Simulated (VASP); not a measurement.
# SbP (P3_121) in VASP: notebook

The runs below take SbP through single point, relaxation of cell and atoms, with PBE.

Everything below comes from runs of VASP 6.6.1. Logs are shortened: lines on timing, memory, paths and dates and some standing lists are left out, and cuts for length are marked.

## Step 1: The cell of the first run

The structure is trigonal, space group P3_121 (No. 152). Conventional cell: a = 5.222 Å, b = 5.222 Å, c = 7.719 Å, α = 90.00°, β = 90.00°, γ = 120.00°. Within 3.5 Å of Sb (site symmetry 2) lie 2 Sb at 2.67 Å and 4 P at 2.88 to 2.99 Å. P (site symmetry 2) has 4 Sb at 2.88 to 2.99 Å and 4 P at 3.67 Å within 3.8 Å.

## Step 2: Single point, PBE

INCAR reads:

```
ALGO = Normal
EDIFF = 1E-6
ENCUT = 520
GGA = PE
ISIF = 2
ISMEAR = 0
LASPH = T
LCHARG = F
LREAL = F
LWAVE = F
NBANDS = 24
NELM = 60
PREC = Accurate
SIGMA = 0.1
```

KPOINTS reads:

```
k-points
0
Gamma
  6 6 2
```

POSCAR reads:

```
SbP
1.0
    5.2218062400      0.0000000000      0.0000000000
   -2.6109031200      4.5222168500      0.0000000000
    0.0000000000      0.0000000000      7.7189315300
Sb P
3 3
Direct
    0.0783184900      0.0000000000      0.8333333300
    0.0000000000      0.0783184900      0.1666666700
    0.9216815100      0.9216815100      0.5000000000
    0.4730853100      0.0000000000      0.3333333300
    0.0000000000      0.4730853100      0.6666666700
    0.5269146900      0.5269146900      0.0000000000
```

Potentials or basis: VASP PAW PBE potentials, release 64 (Sb, P).

Command:

```
> cat potpaw_PBE.64/Sb/POTCAR potpaw_PBE.64/P/POTCAR > POTCAR
> mpirun -np 1 vasp_std > vasp.out
```

OUTCAR:

```text
EDIFF = 1E-6
   ENCUT = 520
   GGA = PE
   ISIF = 2
   ISMEAR = 0
   LASPH = T
   LREAL = F
   NELM = 60
   PREC = Accurate

 ion  position               nearest neighbor table
   1  0.078  0.000  0.833-   3 2.67   2 2.67   5 2.88   6 2.88   5 2.99   6 2.99
   2  0.000  0.078  0.167-   3 2.67   1 2.67   4 2.88   6 2.88   4 2.99   6 2.99
   3  0.922  0.922  0.500-   2 2.67   1 2.67   5 2.88   4 2.88   5 2.99   4 2.99
   4  0.473  0.000  0.333-   2 2.88   3 2.88   2 2.99   3 2.99
   5  0.000  0.473  0.667-   1 2.88   3 2.88   1 2.99   3 2.99
   6  0.527  0.527  0.000-   1 2.88   2 2.88   2 2.99   1 2.99

  LATTYP: Found a hexagonal cell.
 ALAT       =     5.2218062400
 C/A-ratio  =     1.4782110203

  Lattice vectors:

 A1 = (   5.2218062400,   0.0000000000,   0.0000000000)
 A2 = (  -2.6109031200,   4.5222168500,   0.0000000000)
 A3 = (   0.0000000000,   0.0000000000,   7.7189315300)

Analysis of symmetry for initial positions (statically):
=====================================================================
 Subroutine PRICEL returns:
 Original cell was already a primitive cell.

 Routine SETGRP: Setting up the symmetry group for a
 hexagonal supercell.

 Subroutine GETGRP returns: Found  6 space group operations
 (whereof  2 operations were pure point group operations)
 out of a pool of 24 trial point group operations.

The static configuration has the point symmetry C_2 .
 The point group associated with its full space group is D_3 .

Analysis of symmetry for dynamics (positions and initial velocities):
=====================================================================
 Subroutine PRICEL returns:
 Original cell was already a primitive cell.

 Routine SETGRP: Setting up the symmetry group for a
 hexagonal supercell.

 Subroutine GETGRP returns: Found  6 space group operations
 (whereof  2 operations were pure point group operations)
 out of a pool of 24 trial point group operations.

The dynamic configuration has the point symmetry C_2 .
 The point group associated with its full space group is D_3 .

 Subroutine INISYM returns: Found  6 space group operations
 (whereof  2 operations are pure point group operations),
 and found     1 'primitive' translations

----------------------------------------------------------------------------------------

                                     Primitive cell

  volume of cell :     182.2759

  direct lattice vectors                    reciprocal lattice vectors
     5.221806240  0.000000000  0.000000000     0.191504616  0.110565242  0.000000000
    -2.610903120  4.522216850  0.000000000     0.000000000  0.221130484  0.000000000
     0.000000000  0.000000000  7.718931530     0.000000000  0.000000000  0.129551609

  length of vectors
     5.221806240  5.221806234  7.718931530     0.221130484  0.221130484  0.129551609

  position of ions in fractional coordinates (direct lattice)
     0.078318490  0.000000000  0.833333330
     0.000000000  0.078318490  0.166666670
     0.921681510  0.921681510  0.500000000
     0.473085310  0.000000000  0.333333330
     0.000000000  0.473085310  0.666666670
     0.526914690  0.526914690  0.000000000

  ion indices of the primitive-cell ions
   primitive index   ion index
                 1           1
                 2           2
                 3           3
                 4           4
                 5           5
                 6           6

----------------------------------------------------------------------------------------

 KPOINTS: k-points

Automatic generation of k-mesh.
 Grid dimensions read from file:
 generate k-points for:    6    6    2

 Generating k-lattice:

  Cartesian coordinates                     Fractional coordinates (reciprocal lattice)
     0.031917436  0.018427540  0.000000000     0.166666667 -0.000000000  0.000000000
     0.000000000  0.036855081  0.000000000     0.000000000  0.166666667  0.000000000
     0.000000000  0.000000000  0.064775805     0.000000000  0.000000000  0.500000000

  Length of vectors
     0.036855081  0.036855081  0.064775805

  Shift w.r.t. Gamma in fractional coordinates (k-lattice)
     0.000000000  0.000000000  0.000000000

 Subroutine IBZKPT returns following result:
 ===========================================

 Found     14 irreducible k-points:

 Following reciprocal coordinates:
            Coordinates               Weight
  0.000000  0.000000  0.000000      1.000000
  0.166667  0.000000  0.000000      6.000000
  0.333333  0.000000  0.000000      6.000000
  0.500000 -0.000000  0.000000      3.000000
  0.166667  0.166667  0.000000      6.000000
  0.333333  0.166667  0.000000     12.000000
  0.333333  0.333333  0.000000      2.000000
  0.000000  0.000000  0.500000      1.000000
  0.166667  0.000000  0.500000      6.000000
  0.333333  0.000000  0.500000      6.000000
  0.500000 -0.000000  0.500000      3.000000
  0.166667  0.166667  0.500000      6.000000
  0.333333  0.166667  0.500000     12.000000
  0.333333  0.333333  0.500000      2.000000
   k-points           NKPTS =     14   k-points in BZ     NKDIM =     14   number of bands    NBANDS=     24
   number of dos      NEDOS =    301   number of ions     NIONS =      6
   total plane-waves  NPLWV =  96000
   dimension x,y,z NGX =    40 NGY =   40 NGZ =   60
   dimension x,y,z NGXF=    80 NGYF=   80 NGZF=  120
   ions per type =               3   3
   NGX,Y,Z   is equivalent  to a cutoff of  12.73, 12.73, 12.92 a.u.
   NGXF,Y,Z  is equivalent  to a cutoff of  25.47, 25.47, 25.84 a.u.
 SYSTEM =  unknown system
   PREC   = accura    normal or accurate (medium, high low for compatibility)
   ISTART =      0    job   : 0-new  1-cont  2-samecut
   ICHARG =      2    charge: 1-file 2-atom 10-const
   ISPIN  =      1    spin polarized calculation?
   LNONCOLLINEAR =      F non collinear calculations
   LSORBIT =      F    spin-orbit coupling
   LASPH  =      T    aspherical Exc in radial PAW
   ENCUT  =  520.0 eV  38.22 Ry    6.18 a.u.   9.71  9.71 14.35*2*pi/ulx,y,z
   NELM   =     60;   NELMIN=  2; NELMDL= -5     # of ELM steps
   EDIFF  = 0.1E-05   stopping-criterion for ELM
   LREAL  =      F    real-space projection
   EDIFFG = 0.1E-04   stopping-criterion for IOM
   NSW    =      0    number of steps for IOM
   IBRION =     -1    ionic relax: 0-MD 1-quasi-New 2-CG
   NFREE  =      0    steps in history (QN), initial steepest desc. (CG)
   ISIF   =      2    stress and relaxation
   ISYM   =      2    0-nonsym 1-usesym 2-fastsym
   POTIM  = 0.5000    time-step for ionic-motion
   TEBEG  =    0.0;   TEEND  =   0.0 temperature during run
   PSTRESS=    0.0 pullay stress
   NELECT =      30.0000    total number of electrons
   NUPDOWN=      -1.0000    fix difference up-down
   EMIN   =  10.00;   EMAX   =-10.00  energy-range for DOS
   EFERMI =   0.00;   METHOD = LEGACY
   ISMEAR =     0;   SIGMA  =   0.10  broadening in eV -4-tet -1-fermi 0-gaus
   EFERMI_NEDOS =   21; number of points for ismear=-14 and -15
   IALGO  =     38    algorithm
   IMIX   =      4    mixing-type and parameters
     AMIX     =   0.40;   BMIX     =  1.00
     AMIX_MAG =   1.60;   BMIX_MAG =  1.00
  volume/ion in A,a.u.               =      30.38       205.01
  Fermi-wavevector in a.u.,A,eV,Ry     =   0.897165  1.695395 10.951389  0.804904
  Thomas-Fermi vector in A             =   2.019714
   LORBIT       =      0    0 simple, 1 ext, 2 COOP (PROOUT), +10 PAW based schemes
   GGA     = PE    functional components
   LHFCALC =     F    Hartree Fock is set to
   AEXX    =    0.0000 exact exchange contribution
   IVDW    =     0    specifies the selected vdW correction
   LEPSILON=     F    determine dielectric tensor
   LRPA    =     F    only Hartree local field effects (RPA)
 non-spin polarized calculation
 Gauss-broadening in eV      SIGMA  =   0.10
  energy-cutoff  :      520.00
  volume of cell :      182.28
 maximum number of plane-waves:      4928
 NGX is ok and might be reduce to    40
   NGX = 19   NGY = 19   NGZ = 29

 number of electron      30.0000001 magnetization

 Free energy of the ion-electron system (eV)
  ---------------------------------------------------
  ext. energy  EPLUGINS =         0.00000000
  ---------------------------------------------------
  free energy    TOTEN  =       -22.16138934 eV

  energy without entropy =      -22.13324429  energy(sigma->0) =      -22.14731682

 E-fermi :   4.2589     XC(G=0):  -8.6823

 val. band max:        4.2532576332   @ k =   0.5000  -0.0000   0.5000
 cond. band min:       4.3309970597   @ k =   0.3333   0.0000   0.0000
 fundamental gap:      0.0777394265
 Fermi energy:         4.2588812656

 k-point     1 :       0.0000    0.0000    0.0000
  band No.  band energies     occupation
      1      -8.4331      2.00000
      2      -6.2585      2.00000
      3      -6.2585      2.00000
      4      -3.3828      2.00000
      5      -2.8214      2.00000
      6      -2.8214      2.00000
[... 16 lines left out ...]
     23       8.3524      0.00000
     24       9.4267      0.00000

 k-point     2 :       0.1667    0.0000    0.0000
  band No.  band energies     occupation
      1      -8.3153      2.00000
      2      -6.2025      2.00000
      3      -6.1242      2.00000
      4      -3.9818      2.00000
      5      -3.2865      2.00000
      6      -2.9510      2.00000
[... 16 lines left out ...]
     23       8.3923      0.00000
     24       9.4249      0.00000

 k-point     3 :       0.3333    0.0000    0.0000
  band No.  band energies     occupation
      1      -8.0243      2.00000
      2      -6.0587      2.00000
      3      -5.7544      2.00000
      4      -4.9622      2.00000
      5      -4.1597      2.00000
      6      -3.0407      2.00000
[... 16 lines left out ...]
     23       8.6205      0.00000
     24      10.0091      0.00000
[... 244 lines left out ...]
 k-point    13 :       0.3333    0.1667    0.5000
  band No.  band energies     occupation
      1      -7.4002      2.00000
      2      -7.0433      2.00000
      3      -5.6342      2.00000
      4      -4.9713      2.00000
      5      -4.1727      2.00000
      6      -2.2259      2.00000
[... 16 lines left out ...]
     23       9.0238      0.00000
     24       9.5514      0.00000

 k-point    14 :       0.3333    0.3333    0.5000
  band No.  band energies     occupation
      1      -7.1220      2.00000
      2      -7.1220      2.00000
      3      -5.7533      2.00000
      4      -4.7398      2.00000
      5      -4.7398      2.00000
      6      -2.2051      2.00000
[... 16 lines left out ...]
     23       9.2830      0.00000
     24       9.2830      0.00000

------------------------ aborting loop because EDIFF is reached ----------------------------------------

  FORCE on cell =-STRESS in cart. coord.  units (eV):
  Direction    XX          YY          ZZ          XY          YZ          ZX
  --------------------------------------------------------------------------------------
  -------------------------------------------------------------------------------------
  Total       -7.4667957     -7.4667957     15.7057275     -0.0000000      0.0000000     -0.0000000
  in kB      -65.6319831    -65.6319828    138.0509228     -0.0000000      0.0000000     -0.0000000
  external PRESSURE =       2.2623190 kB  Pullay stress =       0.0000000 kB

 VOLUME and BASIS-vectors are now :
 -----------------------------------------------------------------------------
  energy-cutoff  :      520.00
  volume of cell :      182.28
      direct lattice vectors                 reciprocal lattice vectors
     5.221806240  0.000000000  0.000000000     0.191504616  0.110565242  0.000000000
    -2.610903120  4.522216850  0.000000000     0.000000000  0.221130484  0.000000000
     0.000000000  0.000000000  7.718931530     0.000000000  0.000000000  0.129551609

 POSITION                                       TOTAL-FORCE (eV/Angst)
 -----------------------------------------------------------------------------------
      0.40896      0.00000      6.43244         1.013144     -0.000000     -0.000000
     -0.20448      0.35417      1.28649        -0.506572      0.877409      0.000000
      2.40642      4.16804      3.85947        -0.506572     -0.877409      0.000000
      2.47036      0.00000      2.57298         0.089786     -0.000000     -0.000000
     -1.23518      2.13939      5.14595        -0.044893      0.077757      0.000000
      1.37572      2.38282      0.00000        -0.044893     -0.077757      0.000000
 -----------------------------------------------------------------------------------
    total drift:                               -0.000003     -0.000011      0.000000

  FREE ENERGIE OF THE ION-ELECTRON SYSTEM (eV)
  ---------------------------------------------------
  free  energy   TOTEN  =       -22.1613893404 eV

  energy  without entropy=      -22.1332442899  energy(sigma->0) =      -22.14731682
```

Run time: 58 s. Hardware: 1 thread of Intel Xeon 6975P-C, shared host; peak memory 0.31 GiB.

What came out:

```
Free energy            : -22.1614 eV
Pressure               : 0.2 GPa
Largest force          : 1.013 eV/Å
Band gap on the k mesh : zero (band 15 reaches 4.84 eV, above the bottom of band 16 at 4.11 eV)
```

Forces in eV/Å, atoms in the order of the input:
```
Sb   1.013  0.000  0.000
Sb  -0.507  0.877  0.000
Sb  -0.507 -0.877  0.000
P    0.090  0.000  0.000
P   -0.045  0.078  0.000
P   -0.045 -0.078  0.000
```

Stress tensor (GPa, compression positive):
```
-6.56  0.00  0.00
 0.00 -6.56  0.00
 0.00  0.00 13.81
```

Levels at points of the mesh, in eV from the Fermi level:
| k point | band 11 | band 12 | band 13 | band 14 | band 15 | band 16 | band 17 | band 18 | band 19 | band 20 |
| --- | --- | --- | --- | --- | --- | --- | --- | --- | --- | --- |
| (0.00, 0.00, 0.00) | -2.38 | -1.63 | -0.98 | -0.98 | -0.39 | 0.34 | 0.48 | 0.48 | 1.22 | 1.22 |
| (0.50, 0.00, 0.00) | -1.55 | -1.44 | -0.71 | -0.61 | 0.58 | 0.63 | 0.74 | 0.97 | 1.00 | 1.73 |
| (0.00, 0.00, 0.50) | -1.96 | -1.02 | -1.02 | -0.70 | -0.70 | 0.09 | 1.10 | 1.10 | 1.44 | 2.09 |
| (0.50, 0.00, 0.50) | -2.06 | -1.00 | -0.33 | -0.24 | -0.01 | 0.24 | 0.56 | 0.77 | 1.07 | 2.61 |

Caveat: the k points lie up to 0.41 Å⁻¹ apart; spin-orbit coupling is left out, which moves the levels of the heavy elements; forces of over 1 eV/Å act on the atoms, so gaps and moduli don't describe the material at rest.

(Part 1 of 2 ends here.)
